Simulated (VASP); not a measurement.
Wanted: the native input for a VASP 6.6.1 run.

```
Task                   : relaxation of cell and atoms
Functional             : PBE
Potentials or basis    : VASP PAW PBE potentials, release 64 (Mg_sv, W_sv, Br, O)
Cutoff                 : 840 eV
k mesh                 : 4 × 2 × 2
Occupations            : gaussian, width 0.1 eV
Spin                   : no spin polarisation
Dipole correction      : no
Further INCAR settings : ALGO = Normal; EDIFF = 1e-07; IBRION = 2; EDIFFG = -0.04; NSW = 90; ISIF = 3
```

The structure of MgW2Br4O4 lies in POSCAR:

```
MgW2Br4O4
1.0
    3.8578232664      0.0000000000      0.0000000000
    0.0000000000      8.4808919300      0.0000000000
   -0.0119060088      0.0000000000      7.7552361765
Mg W Br O
1 2 4 4
Direct
    0.4993108400      0.5000000000      0.2044046200
    0.0013945000      0.0000000000      0.9677061800
    0.9985279300      0.0000000000      0.4646644000
    0.0034773300      0.3147920700      0.9840945700
    0.0034773300      0.6852079300      0.9840945700
    0.9970343300      0.3139349500      0.4475965200
    0.9970343300      0.6860650500      0.4475965200
    0.5010969100      0.0000000000      0.9656719900
    0.9997847200      0.0000000000      0.7084382400
    0.4987986700      0.0000000000      0.4658200300
    0.0000630900      0.0000000000      0.2224853600
```

The input as run:

INCAR

```
SYSTEM = MgW2Br4O4
PREC = Accurate ; ENCUT = 840
EDIFF = 1E-7 ; ISMEAR = 0
SIGMA = 0.1 ; LREAL = .FALSE.
LASPH = .TRUE. ; NELM = 120
ALGO = Normal ; ISIF = 3
LWAVE = .FALSE. ; LCHARG = .FALSE.
GGA = PE ; IBRION = 2
NSW = 90 ; EDIFFG = -0.04
GGA_COMPAT = .FALSE. ; NELMIN = 4
```

KPOINTS

```
Automatic mesh
0
G
  4 2 2
  0 0 0
```

Potentials or basis: VASP PAW PBE potentials, release 64 (Mg_sv, W_sv, Br, O).

Launch:

```sh
$ cat potpaw_PBE.64/Mg_sv/POTCAR potpaw_PBE.64/W_sv/POTCAR potpaw_PBE.64/Br/POTCAR potpaw_PBE.64/O/POTCAR > POTCAR
$ mpirun -np 1 vasp_std > vasp.out
```

Results of the run:

```json
{
  "Relaxed volume": "22.14 Å³/atom",
  "Relaxed cell": "a = 3.799 Å, b = 8.429 Å, c = 7.605 Å, α = 90.00°, β = 90.09°, γ = 90.00°",
  "Space group after relaxing (to 0.1 Å)": "Pmm2 (No. 25)",
  "Energy gained by relaxing": "24.2 meV/atom",
  "Ionic steps": "11",
  "Pressure after relaxing": "0.0 GPa",
  "Largest force after relaxing": "0.034 eV/Å",
  "Band gap on the k mesh": "zero (bands 45 and 46 overlap by 1.62 eV)"
}
```

Caveat: the k points lie up to 0.41 Å⁻¹ apart in the final cell, too coarse for converged energies and pressures of a metal; spin-orbit coupling is left out, which moves the levels of the heavy elements.

Run time: 27 min on 1 thread of Intel(R) Xeon(R) 6975P-C (Granite Rapids) (shared host), peak memory 0.77 GiB.
